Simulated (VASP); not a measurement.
# Hf3ZrS8 (C2/m) in VASP: single point with LDA

Aim: the single point of Hf3ZrS8 with LDA.

Everything below comes from runs of VASP 6.6.1. Logs are shortened: lines on timing, memory, paths and dates and some standing lists are left out, and cuts for length are marked.

## 1. The cell of the first run

It takes space group C2/m (No. 12, monoclinic). Conventional cell: a = 12.679 Å, b = 7.320 Å, c = 9.312 Å, α = 90.00°, β = 132.91°, γ = 90.00°. Within 3.4 Å of Zr (site symmetry 2/m) lie 6 S at 2.57 Å. Hf (site symmetry 2/m) has 6 S at 2.56 Å within 3.4 Å. Within 3.4 Å of Hf (site symmetry -1) lie 6 S at 2.56 Å. S (site symmetry m) has 3 Hf at 2.56 Å within 3.4 Å. S (site symmetry m) has 2 Hf at 2.56 Å and 1 Zr at 2.57 Å within 3.4 Å. S (site symmetry 1) has 2 Hf at 2.56 Å and 1 Zr at 2.57 Å within 3.4 Å.

## 2. Single point, LDA

INCAR reads:

```
SYSTEM = Hf3ZrS8
PREC     = Accurate       ! precision mode
ENCUT    = 500            ! plane-wave cutoff, eV
EDIFF    = 1E-6           ! SCF threshold, eV
ISMEAR   = 0              ! smearing method
SIGMA    = 0.02           ! smearing width, eV
LREAL    = .False.        ! projectors in reciprocal space
LASPH    = .True.         ! aspherical terms in the spheres
NELM     = 120            ! most SCF steps
ALGO     = Normal         ! electronic algorithm
ISIF     = 2              ! what is computed and relaxed
LWAVE    = .False.        ! write WAVECAR
LCHARG   = .True.         ! write CHGCAR
LVHAR    = .True.       
NBANDS   = 57             ! bands
GGA_COMPAT= .False.      
KPAR     = 4
```

KPOINTS reads:

```
regular mesh
0
Gamma
  6 6 6
  0 0 0
```

POSCAR reads:

```
Hf3ZrS8
1.0
    6.3396290625     -3.6601889192     -0.0000646285
    6.3396290625      3.6601889192     -0.0000646285
   -6.3395812472      0.0000000000      6.8205825108
Zr Hf S
1 3 8
Direct
    0.0000000000      0.0000000000      0.0000000000
    0.5000000000      0.5000000000      0.0000000000
    0.5000000000      0.0000000000      0.0000000000
    0.0000000000      0.5000000000      0.0000000000
    0.5607410842      0.5607410842      0.7881506117
    0.0616447339      0.0616447339      0.7877163709
    0.0616438101      0.5582813458      0.7877122134
    0.5582813458      0.0616438101      0.7877122134
    0.9383561899      0.4417186542      0.2122877866
    0.4417186542      0.9383561899      0.2122877866
    0.4392589158      0.4392589158      0.2118493883
    0.9383552661      0.9383552661      0.2122836291
```

Potentials or basis: VASP PAW LDA potentials, release 64 (Zr_sv, Hf_pv, S).

Run with:

```console
$ cat potpaw_LDA.64/Zr_sv/POTCAR potpaw_LDA.64/Hf_pv/POTCAR potpaw_LDA.64/S/POTCAR > POTCAR
$ mpirun -np 4 vasp_std > vasp.out
```

OUTCAR:

```text
SYSTEM = Hf3ZrS8
   PREC = Accurate
   ENCUT = 500
   EDIFF = 1E-6
   ISMEAR = 0
   LREAL = .False.
   LASPH = .True.
   NELM = 120
   ISIF = 2

 ion  position               nearest neighbor table
   1  0.000  0.000  0.000-   6 2.57  12 2.57   8 2.57   9 2.57  10 2.57   7 2.57   3 3.66   4 3.66
                             4 3.66   3 3.66   2 3.66   2 3.66
   2  0.500  0.500  0.000-   7 2.56   8 2.56   9 2.56  10 2.56   5 2.56  11 2.56   3 3.66   4 3.66
                             3 3.66   4 3.66   1 3.66   1 3.66
   3  0.500  0.000  0.000-   6 2.56  12 2.56  10 2.56   8 2.56  11 2.56   5 2.56   1 3.66   2 3.66
                             2 3.66   1 3.66   4 3.66   4 3.66
   4  0.000  0.500  0.000-   6 2.56  12 2.56   9 2.56   7 2.56  11 2.56   5 2.56   1 3.66   2 3.66
                             1 3.66   2 3.66   3 3.66   3 3.66
   5  0.561  0.561  0.788-   2 2.56   3 2.56   4 2.56
   6  0.062  0.062  0.788-   3 2.56   4 2.56   1 2.57
   7  0.062  0.558  0.788-   2 2.56   4 2.56   1 2.57
   8  0.558  0.062  0.788-   2 2.56   3 2.56   1 2.57
   9  0.938  0.442  0.212-   2 2.56   4 2.56   1 2.57
  10  0.442  0.938  0.212-   2 2.56   3 2.56   1 2.57
  11  0.439  0.439  0.212-   2 2.56   3 2.56   4 2.56
  12  0.938  0.938  0.212-   3 2.56   4 2.56   1 2.57

  LATTYP: Found a face centered orthorhombic cell.
 ALAT       =     7.3203778384
 B/A-ratio  =     1.7320496845
 C/A-ratio  =     1.8634332907

  Lattice vectors:

 A1 = (   6.3396768778,   0.0000000000,   6.8204532538)
 A2 = (   0.0000478153,  -3.6601889192,   6.8205178823)
 A3 = (   6.3396290625,  -3.6601889192,  -0.0000646285)

Analysis of symmetry for initial positions (statically):
=====================================================================
 Subroutine PRICEL returns:
 Original cell was already a primitive cell.

 Routine SETGRP: Setting up the symmetry group for a
 face centered orthorhombic supercell.

 Subroutine GETGRP returns: Found  4 space group operations
 (whereof  4 operations were pure point group operations)
 out of a pool of  8 trial point group operations.

The static configuration has the point symmetry C_2h.

Analysis of symmetry for dynamics (positions and initial velocities):
=====================================================================
 Subroutine PRICEL returns:
 Original cell was already a primitive cell.

 Routine SETGRP: Setting up the symmetry group for a
 face centered orthorhombic supercell.

 Subroutine GETGRP returns: Found  4 space group operations
[... 129 lines left out ...]
   ISIF   =      2    stress and relaxation
   ISYM   =      2    0-nonsym 1-usesym 2-fastsym
   POTIM  = 0.5000    time-step for ionic-motion
   TEBEG  =    0.0;   TEEND  =   0.0 temperature during run
   PSTRESS=    0.0 pullay stress
   NELECT =      90.0000    total number of electrons
   NUPDOWN=      -1.0000    fix difference up-down
   EMIN   =  10.00;   EMAX   =-10.00  energy-range for DOS
   EFERMI =   0.00;   METHOD = LEGACY
   ISMEAR =     0;   SIGMA  =   0.02  broadening in eV -4-tet -1-fermi 0-gaus
   EFERMI_NEDOS =   21; number of points for ismear=-14 and -15
   IALGO  =     38    algorithm
   IMIX   =      4    mixing-type and parameters
     AMIX     =   0.40;   BMIX     =  1.00
     AMIX_MAG =   1.60;   BMIX_MAG =  1.00
  volume/ion in A,a.u.               =      26.38       178.00
  Fermi-wavevector in a.u.,A,eV,Ry     =   1.076508  2.034306 15.767389  1.158870
  Thomas-Fermi vector in A             =   2.212395
   LORBIT       =      0    0 simple, 1 ext, 2 COOP (PROOUT), +10 PAW based schemes
   GGA     = CA    functional components
   LHFCALC =     F    Hartree Fock is set to
   AEXX    =    0.0000 exact exchange contribution
   IVDW    =     0    specifies the selected vdW correction
   LEPSILON=     F    determine dielectric tensor
   LRPA    =     F    only Hartree local field effects (RPA)
 non-spin polarized calculation
 Gauss-broadening in eV      SIGMA  =   0.02
  energy-cutoff  :      500.00
  volume of cell :      316.53
 maximum number of plane-waves:      8075
 NGX is ok and might be reduce to    54
   NGX = 27   NGY = 27   NGZ = 33

 number of electron      90.0000000 magnetization

 Free energy of the ion-electron system (eV)
  ---------------------------------------------------
  ext. energy  EPLUGINS =         0.00000000
  ---------------------------------------------------
  free energy    TOTEN  =       -97.36743684 eV

  energy without entropy =      -97.36743684  energy(sigma->0) =      -97.36743684

 E-fermi :   1.9865     XC(G=0):  -9.0167

 val. band max:        1.8889117732   @ k =   0.0000   0.0000   0.0000
 cond. band min:       2.9319906180   @ k =   0.0000   0.0000   0.0000
 fundamental gap:      1.0430788448
 Fermi energy:         1.9865252656

 k-point     1 :       0.0000    0.0000    0.0000
  band No.  band energies     occupation
      1     -46.7712      2.00000
      2     -28.7266      2.00000
      3     -28.6729      2.00000
      4     -28.6728      2.00000
      5     -28.6404      2.00000
      6     -28.6145      2.00000
[... 1429 lines left out ...]
     56       5.7657      0.00000
     57       5.7926      0.00000

 [... further k-points ...]
[... 5 lines left out ...]
  --------------------------------------------------------------------------------------
  -------------------------------------------------------------------------------------
  Total      -10.4554673    -10.4558657     -7.8779378      0.0000000      0.0000000     -0.0002565
  in kB      -52.9223761    -52.9243924    -39.8757102      0.0000000      0.0000000     -0.0012983
  external PRESSURE =     -48.5741596 kB  Pullay stress =       0.0000000 kB

 VOLUME and BASIS-vectors are now :
 -----------------------------------------------------------------------------
  energy-cutoff  :      500.00
  volume of cell :      316.53
      direct lattice vectors                 reciprocal lattice vectors
     6.339629063 -3.660188919 -0.000064628     0.078869715 -0.136604971  0.073307663
     6.339629063  3.660188919 -0.000064628     0.078869715  0.136604971  0.073307663
    -6.339581247  0.000000000  6.820582511     0.000001495  0.000000000  0.146616433

 POSITION                                       TOTAL-FORCE (eV/Angst)
 -----------------------------------------------------------------------------------
      0.00000      0.00000      0.00000         0.000000     -0.000000      0.000000
      6.33963      0.00000     -0.00006         0.000000      0.000000      0.000000
      3.16981     -1.83009     -0.00003         0.000000      0.000000      0.000000
      3.16981      1.83009     -0.00003         0.000000      0.000000      0.000000
      2.11324      0.00000      5.37557        -0.000045      0.000000      0.549164
     -4.21218      0.00000      5.37268         0.064905      0.000000      0.509286
     -1.06367      1.81779      5.37262        -0.032522     -0.056111      0.510278
     -1.06367     -1.81779      5.37262        -0.032522      0.056111      0.510278
      7.40335     -1.81779      1.44784         0.032522      0.056111     -0.510278
      7.40335      1.81779      1.44784         0.032522     -0.056111     -0.510278
      4.22644      0.00000      1.44488         0.000045      0.000000     -0.549164
     10.55186      0.00000      1.44778        -0.064905      0.000000     -0.509286
 -----------------------------------------------------------------------------------
    total drift:                               -0.000000     -0.000000      0.000000

  FREE ENERGIE OF THE ION-ELECTRON SYSTEM (eV)
  ---------------------------------------------------
  free  energy   TOTEN  =       -97.3674368355 eV

  energy  without entropy=      -97.3674368355  energy(sigma->0) =      -97.36743684
```

stdout:

```text
POSCAR found type information on POSCAR ZrHfS
 POSCAR found :  3 types and      12 ions
 scaLAPACK will be used
 LDA part: xc-table for (Slater(with rela. corr.)+CA(PZ))
 , standard interpolation
 POSCAR, INCAR and KPOINTS ok, starting setup
 FFT: planning ... GRIDC
 FFT: planning ... GRID_SOFT
 FFT: planning ... GRID
 WAVECAR not read
 entering main loop
```

Run time: 17 min. Hardware: 4 MPI ranks of Intel Xeon Platinum 8259CL at 2.50GHz (Skylake/Cascade Lake), shared host; peak memory 1 GiB.

What came out:

| Property | Result |
| --- | --- |
| Free energy | -97.3674 eV |
| Pressure | -4.9 GPa |
| Largest force | 0.549 eV/Å |
| Band gap on the k mesh | 1.04 eV |

Forces on the atoms (eV/Å):
```
Zr   0.000  0.000  0.000
Hf   0.000  0.000  0.000
Hf   0.000  0.000  0.000
Hf   0.000  0.000  0.000
S    0.000  0.000  0.549
S    0.065  0.000  0.509
S   -0.033 -0.056  0.510
S   -0.033  0.056  0.510
S    0.033  0.056 -0.510
S    0.033 -0.056 -0.510
S    0.000  0.000 -0.549
S   -0.065  0.000 -0.509
```

Caveat: the cell stands under tension; spin-orbit coupling is left out, which moves the levels of the heavy elements. A k mesh can miss the band edges.
